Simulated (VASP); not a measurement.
# C3N2 (P-6m2) in VASP: further runs, part 2 of 2

VASP 6.6.1. Earlier steps stand in the parts before.

## 4. Relaxation of cell and atoms, PBE

This run uses another cell than the first one, of 8.49 Å³/atom, 1.017 times its volume.

File INCAR:

```
SYSTEM = C3N2
PREC = Accurate
ENCUT = 600
EDIFF = 1E-6
ISMEAR = 0
SIGMA = 0.1
LREAL = .False.
LASPH = .True.
NELM = 80
ALGO = Normal
ISIF = 3
LWAVE = .False.
LCHARG = .False.
GGA = PE
IBRION = 2
NSW = 90
EDIFFG = -0.04
```

File KPOINTS:

```
Automatic mesh
0
Gamma
  12 12 2
  0 0 0
```

File POSCAR:

```
C3N2
1.0
    2.4042271979      0.0000000000      0.0000000000
   -1.2021135989      2.0821218298      0.0000000000
    0.0000000000      0.0000000000      8.4771254588
C N
3 2
Direct
    0.0000000000      0.0000000000      0.6216941064
    0.0000000000      0.0000000000      0.3783058936
    0.6666666667      0.3333333333      0.0000000000
    0.6666666667      0.3333333333      0.5000000000
    0.3333333333      0.6666666667      0.0000000000
```

Potentials or basis: VASP PAW PBE potentials, release 64 (C, N).

Command:

```console
cat potpaw_PBE.64/C/POTCAR potpaw_PBE.64/N/POTCAR > POTCAR
mpirun -np 1 vasp_std > vasp.out
```

OUTCAR:

```text
SYSTEM = C3N2
   PREC = Accurate
   ENCUT = 600
   EDIFF = 1E-6
   ISMEAR = 0
   LREAL = .False.
   LASPH = .True.
   NELM = 80
   ISIF = 3
   GGA = PE
   IBRION = 2
   NSW = 90
   EDIFFG = -0.04

 ion  position               nearest neighbor table
   1  0.000  0.000  0.622-   4 1.73   4 1.73   4 1.73   2 2.06
   2  0.000  0.000  0.378-   4 1.73   4 1.73   4 1.73   1 2.06
   3  0.667  0.333  0.000-   5 1.39   5 1.39   5 1.39
   4  0.667  0.333  0.500-   1 1.73   2 1.73   1 1.73   2 1.73   1 1.73   2 1.73
   5  0.333  0.667  0.000-   3 1.39   3 1.39   3 1.39

  LATTYP: Found a hexagonal cell.
 ALAT       =     2.4042271979
 C/A-ratio  =     3.5259252812

  Lattice vectors:

 A1 = (   2.4042271979,   0.0000000000,   0.0000000000)
 A2 = (  -1.2021135989,   2.0821218298,   0.0000000000)
 A3 = (   0.0000000000,   0.0000000000,   8.4771254588)

Analysis of symmetry for initial positions (statically):
=====================================================================
 Subroutine PRICEL returns:
 Original cell was already a primitive cell.

 Routine SETGRP: Setting up the symmetry group for a
 hexagonal supercell.

 Subroutine GETGRP returns: Found 12 space group operations
 (whereof 12 operations were pure point group operations)
 out of a pool of 24 trial point group operations.

The static configuration has the point symmetry D_3h.

Analysis of symmetry for dynamics (positions and initial velocities):
=====================================================================
 Subroutine PRICEL returns:
 Original cell was already a primitive cell.

 Routine SETGRP: Setting up the symmetry group for a
 hexagonal supercell.

 Subroutine GETGRP returns: Found 12 space group operations
 (whereof 12 operations were pure point group operations)
 out of a pool of 24 trial point group operations.

The dynamic configuration has the point symmetry D_3h.

 Subroutine INISYM returns: Found 12 space group operations
[... 137 lines left out ...]
  energy-cutoff  :      600.00
  volume of cell :       42.44
 maximum number of plane-waves:      1448
 NGX is ok and might be reduce to    20
   NGX =  9   NGY =  9   NGZ = 33

--------------------------------------- Ionic step        1  -------------------------------------------

 number of electron      21.9999999 magnetization

 Free energy of the ion-electron system (eV)
  ---------------------------------------------------
  ext. energy  EPLUGINS =         0.00000000
  ---------------------------------------------------
  free energy    TOTEN  =       -32.50955380 eV

  energy without entropy =      -32.49794453  energy(sigma->0) =      -32.50374916

------------------------ aborting loop because EDIFF is reached ----------------------------------------

  FORCE on cell =-STRESS in cart. coord.  units (eV):
  Direction    XX          YY          ZZ          XY          YZ          ZX
  --------------------------------------------------------------------------------------
  -------------------------------------------------------------------------------------
  Total       -1.0487890     -1.0487890      1.1637469     -0.0000000      0.0000000      0.0000000
  in kB      -39.5975620    -39.5975620     43.9378555     -0.0000000      0.0000000      0.0000000
  external PRESSURE =     -11.7524229 kB  Pullay stress =       0.0000000 kB
[... 104 lines left out ...]
--------------------------------------- Ionic step        4  -------------------------------------------

 number of electron      22.0000000 magnetization

 Free energy of the ion-electron system (eV)
  ---------------------------------------------------
  ext. energy  EPLUGINS =         0.00000000
  ---------------------------------------------------
  free energy    TOTEN  =       -32.52852929 eV

  energy without entropy =      -32.52045208  energy(sigma->0) =      -32.52449069

 E-fermi :   6.5121     XC(G=0): -10.9793

 val. band max:        6.4631667521   @ k =   0.2500   0.0000   0.5000
 cond. band min:       6.5126534037   @ k =   0.1667   0.1667   0.0000
 fundamental gap:      0.0494866516
 Fermi energy:         6.5121264952

 k-point     1 :       0.0000    0.0000    0.0000
  band No.  band energies     occupation
      1     -19.6804      2.00000
      2     -17.5456      2.00000
      3      -9.0899      2.00000
      4      -4.9656      2.00000
      5      -2.1450      2.00000
      6      -2.1450      2.00000
      7      -1.6740      2.00000
      8       2.9977      2.00000
      9       3.3518      2.00000
     10       3.3518      2.00000
     11       9.2303      0.00000
     12      10.4373      0.00000
     13      10.4373      0.00000
     14      10.7886      0.00000
[... 401 lines left out ...]
      2     -14.6073      2.00000
      3      -8.7994      2.00000
      4      -6.1818      2.00000
      5      -5.2956      2.00000
      6      -4.7418      2.00000
      7      -2.1040      2.00000
      8       0.9176      2.00000
      9       1.2727      2.00000
     10       2.2126      2.00000
     11       6.3442      1.98241
     12       7.6285      0.00000
     13       7.9035      0.00000
     14       8.6558      0.00000
     15       9.6682      0.00000

 [... further k-points ...]
[... 5 lines left out ...]
  --------------------------------------------------------------------------------------
  -------------------------------------------------------------------------------------
  Total       -0.1106679     -0.1106679     -0.1936870     -0.0000000     -0.0000000     -0.0000000
  in kB       -4.1967015     -4.1967014     -7.3449160     -0.0000000     -0.0000000     -0.0000000
  external PRESSURE =      -5.2461063 kB  Pullay stress =       0.0000000 kB
[... 20 lines left out ...]
  FREE ENERGIE OF THE ION-ELECTRON SYSTEM (eV)
  ---------------------------------------------------
  free  energy   TOTEN  =       -32.5285292876 eV

  energy  without entropy=      -32.5204520833  energy(sigma->0) =      -32.52449069

 reached required accuracy - stopping structural energy minimisation
```

OSZICAR:

```text
N       E                     dE             d eps       ncg     rms          rms(c)
DAV:   1     0.103277784950E+03    0.10328E+03   -0.12976E+04  1140   0.154E+03
DAV:   2    -0.268491348672E+02   -0.13013E+03   -0.12741E+03  1530   0.303E+02
DAV:   3    -0.331236878824E+02   -0.62746E+01   -0.62260E+01  1582   0.707E+01
DAV:   4    -0.332129836965E+02   -0.89296E-01   -0.89072E-01  1509   0.820E+00
[... 28 lines left out ...]
DAV:   7    -0.325285322697E+02    0.17812E-06   -0.60846E-06  1570   0.178E-02
   3 F= -.32528532E+02 E0= -.32524512E+02  d E =-.189785E-01
       N       E                     dE             d eps       ncg     rms          rms(c)
DAV:   1    -0.325285348682E+02   -0.24204E-05   -0.49001E-04  1154   0.191E-01    0.112E-02
DAV:   2    -0.325285301305E+02    0.47378E-05   -0.20164E-05  1721   0.290E-02    0.646E-03
DAV:   3    -0.325285292876E+02    0.84289E-06   -0.20302E-06  1076   0.117E-02
   4 F= -.32528529E+02 E0= -.32524491E+02  d E =-.189755E-01
```

It took 31 s on 1 thread of Intel Xeon 6975P-C (Granite Rapids), shared host; peak memory 0.17 GiB.

What came out:

| Property | Result |
| --- | --- |
| Free energy | -32.5285 eV |
| Relaxed volume | 8.45 Å³/atom |
| Relaxed cell | a = 2.392 Å, b = 2.392 Å, c = 8.523 Å, α = 90.00°, β = 90.00°, γ = 120.00° |
| Space group after relaxing (to 0.05 Å) | P-6m2 (No. 187) |
| Energy gained by relaxing | 3.8 meV/atom |
| Ionic steps | 4 |
| Pressure after relaxing | -0.5 GPa |
| Largest force after relaxing | 0.013 eV/Å |
| Band gap on the k mesh | zero (band 11 reaches 9.72 eV, above the bottom of band 12 at 4.06 eV) |

Forces on the atoms (eV/Å):
```
C    0.000  0.000  0.013
C    0.000  0.000 -0.013
C    0.000  0.000  0.000
N    0.000  0.000  0.000
N    0.000  0.000  0.000
```

Stress tensor (GPa, compression positive):
```
-0.42  0.00  0.00
 0.00 -0.42  0.00
 0.00  0.00 -0.73
```

The path:
| step | energy change (eV) | largest force (eV/Å) | pressure (GPa) | volume (Å³) |
| --- | --- | --- | --- | --- |
| 1 | 0.0000 | 0.6425 | -1.18 | 42.44 |
| 2 | 0.0024 | 0.6768 | 0.61 | 42.05 |
| 3 | -0.0190 | 0.0001 | -0.52 | 42.25 |
| 4 | -0.0190 | 0.0130 | -0.52 | 42.25 |

Final structure:
```
C N
1.0
     2.39248    0.00000    0.00000
    -1.19624    2.07195    0.00000
     0.00000    0.00000    8.52308
C N
3 2
Direct
  0.00000 0.00000 0.62348
  0.00000 0.00000 0.37652
  0.66667 0.33333 0.00000
  0.66667 0.33333 0.50000
  0.33333 0.66667 0.00000
```

Caveat: the k points lie up to 0.37 Å⁻¹ apart in the final cell; this functional lacks dispersion, which binds the layers, so the pressure and a relaxed spacing across them are unreliable.

## 5. Relaxation of cell and atoms, PBE, collinear spin, ferromagnetic start

This run uses another cell than the first one, of 11.11 Å³/atom, 1.332 times its volume.

File INCAR:

```
SYSTEM = C3N2
ALGO = Normal
EDIFF = 1E-6
EDIFFG = -0.04
ENCUT = 600
GGA = PE
IBRION = 2
ISIF = 3
ISMEAR = 0
ISPIN = 2
LASPH = .TRUE.
LCHARG = .FALSE.
LORBIT = 11
LREAL = .FALSE.
LWAVE = .FALSE.
MAGMOM = 1 1 1 1 1
NELM = 150
NSW = 90
PREC = Accurate
SIGMA = 0.1
```

File KPOINTS:

```
k-points
0
G
  6 6 4
  0 0 0
```

File POSCAR:

```
C3N2
1.0
    3.7386230400      0.0000000000      0.0000000000
   -1.8693115200      3.2377425200      0.0000000000
    0.0000000000      0.0000000000      4.5908936100
C N
3 2
Direct
    0.0000000000      0.0000000000      0.7454000100
    0.0000000000      0.0000000000      0.2545999900
    0.6666666700      0.3333333300      0.0000000000
    0.6666666700      0.3333333300      0.5000000000
    0.3333333300      0.6666666700      0.0000000000
```

Command:

```console
cat potpaw_PBE.64/C/POTCAR potpaw_PBE.64/N/POTCAR > POTCAR
mpirun -np 1 vasp_std > vasp.out
```

It took 11 min on 1 thread of Intel Xeon 6975P-C (Granite Rapids), shared host; peak memory 0.23 GiB.

The run converged. Its results:

```yaml
Free_energy: -31.7554 eV
Relaxed_volume: 6.94 Å³/atom
Relaxed_cell: a = 2.401 Å, b = 2.401 Å, c = 6.952 Å, α = 90.00°, β = 90.00°, γ = 120.00°
Space_group_after_relaxing_to_0.05_Å: P-6m2 (No. 187)
Energy_gained_by_relaxing: 2065.7 meV/atom
Ionic_steps: 35
Pressure_after_relaxing: 0.1 GPa
Largest_force_after_relaxing: 0.035 eV/Å
Band_gap_on_the_k_mesh: zero (filled and empty bands overlap)
Net_moment: 0.00 μB per cell
Valence_electrons_inside_the_program's_atomic_spheres: C 2.16, 2.58; N 3.62, 3.92
```

Forces on the atoms (eV/Å):
```
C    0.000  0.000 -0.035
C    0.000  0.000  0.035
C    0.000  0.000  0.000
N    0.000  0.000  0.000
N    0.000  0.000  0.000
```

Stress tensor (GPa, compression positive):
```
 0.51  0.00  0.00
 0.00  0.51  0.00
 0.00  0.00 -0.74
```

Step by step:
```
step  energy change (eV)  largest force (eV/Å)  pressure (GPa)  volume (Å³)
   1              0.0000                0.8650          -27.47        55.57
   2             -2.2025                2.3853          -14.51        41.61
   3             -2.4895                3.0867            1.37        37.14
   4             -3.8033                4.0881           17.48        34.51
   5            193.4876              985.6698          914.90        27.37
   6             -3.4611                4.6767           16.25        34.46
   7              2.0308               46.3665          127.65        30.78
   8             -3.5159                4.5711           18.45        34.19
   9             -3.6739                3.1282           44.29        32.45
  10             -3.8135                3.1482           26.24        33.44
  11             -3.8444                0.1053           35.80        32.84
  12             -3.8666                1.5827           31.25        33.09
  13             -3.5369               11.2700           42.78        34.44
  14             -4.0124                1.9982           33.40        33.63
  15             -4.6460                1.1948           13.85        36.77
  16             -4.9879                0.1370           -7.23        41.90
  17             -4.9901                0.0015           -8.95        42.52
  18             -5.2532                1.1193           -9.86        42.44
  19             -5.9351                3.9040          -11.79        41.78
  20             -8.0626                1.3064          -15.58        38.85
  21             -1.5463                6.1319          191.42        28.45
  22             -8.8919                0.2773           -7.31        37.44
  23             -9.5399                3.5467            4.30        35.42
  24             -8.3697                5.2609           65.76        32.12
  25             -9.5994                3.9914           15.02        34.61
  26             -9.7798                3.6368           13.92        34.96
  27             -9.8041                3.0277           13.48        35.15
  28             -9.8099                3.3085           13.45        35.09
  29             -9.9781                2.6568            6.83        35.49
  30            -10.2085                0.6915          -10.27        36.69
  31            -10.2100                0.5342          -11.48        36.79
  32            -10.2591                0.3661           -8.99        36.28
  33            -10.3260                0.1928           -0.62        34.80
  34            -10.3261                0.2087           -0.40        34.76
  35            -10.3284                0.0348            0.09        34.71
```

Final structure:
```
C N
1.0
     2.40117    0.00000    0.00000
    -1.20058    2.07947    0.00000
     0.00000    0.00000    6.95164
C N
3 2
Cartesian
  0.0000 0.0000 4.4985
  0.0000 0.0000 2.4532
  1.2006 0.6932 0.0000
  1.2006 0.6932 3.4758
  0.0000 1.3863 0.0000
```

Levels at points of the mesh, in eV from the Fermi level:
Spin up:
```
           k point  band 8  band 9  band 10  band 11  band 12  band 13
(0.00, 0.00, 0.00)   -3.72   -3.72    -2.26     2.68     3.70     3.70
(0.50, 0.00, 0.00)   -6.74   -5.91    -3.56    -1.67    -0.69     1.44
(0.00, 0.00, 0.50)   -3.72   -3.72    -3.57     2.87     3.64     3.64
(0.50, 0.00, 0.50)   -6.75   -6.37    -4.32    -0.33    -0.18     1.33
```
Spin down:
```tsv
k point	band 6	band 7	band 8	band 9	band 10	band 11	band 12	band 13	band 14	band 15
(0.00, 0.00, 0.00)	-8.30	-8.19	-3.72	-3.72	-2.26	2.68	3.70	3.70	4.12	4.12
(0.50, 0.00, 0.00)	-10.51	-7.90	-6.74	-5.91	-3.56	-1.67	-0.69	1.44	2.31	2.97
(0.00, 0.00, 0.50)	-8.30	-6.53	-3.72	-3.72	-3.57	2.87	3.64	3.64	4.20	4.20
(0.50, 0.00, 0.50)	-10.44	-7.59	-6.75	-6.37	-4.32	-0.33	-0.18	1.33	1.45	2.96
```

Caveat: the volume moved by over 15 % at a fixed basis, so the end points are rough.

## 6. Summary

| task | spin | cell | k mesh | cutoff (eV) | gap on the mesh (eV) | pressure (GPa) | moment (μB) | largest force (eV/Å) |
| --- | --- | --- | --- | --- | --- | --- | --- | --- |
| single point | off | a = 2.391, b = 2.391, c = 8.422 Å, angles 90.0, 90.0, 120.0°, 5 atoms | 12 × 12 × 2 | 520 | none | 0.1 | - | 0.02 |
| single point | collinear, ferromagnetic start | a = 2.404, b = 2.404, c = 8.477 Å, angles 90.0, 90.0, 120.0°, 5 atoms | 6 × 6 × 4 | 520 | none | 0.3 | 0.06 | 0.02 |
| relaxation of cell and atoms | off | relaxed from a = 2.404, b = 2.404, c = 8.477 Å, angles 90.0, 90.0, 120.0°, 5 atoms | 12 × 12 × 2 | 600 | none | -0.5 | - | 0.01 |
| relaxation of cell and atoms | collinear, ferromagnetic start | relaxed from a = 3.739, b = 3.739, c = 4.591 Å, angles 90.0, 90.0, 120.0°, 5 atoms | 6 × 6 × 4 | 600 | none | 0.1 | 0.00 | 0.03 |

Alike in all rows: level PBE; potentials or basis VASP PAW PBE potentials, release 64 (C, N); smearing gaussian 0.1 eV.

Caveats: some runs use coarse meshes; this functional lacks dispersion, which binds the layers, so the pressure and a relaxed spacing across them are unreliable (some runs); the volume moved by over 15 % at a fixed basis, so the end points are rough (some runs).

Absolute energies hang on the potentials; compare differences alone.
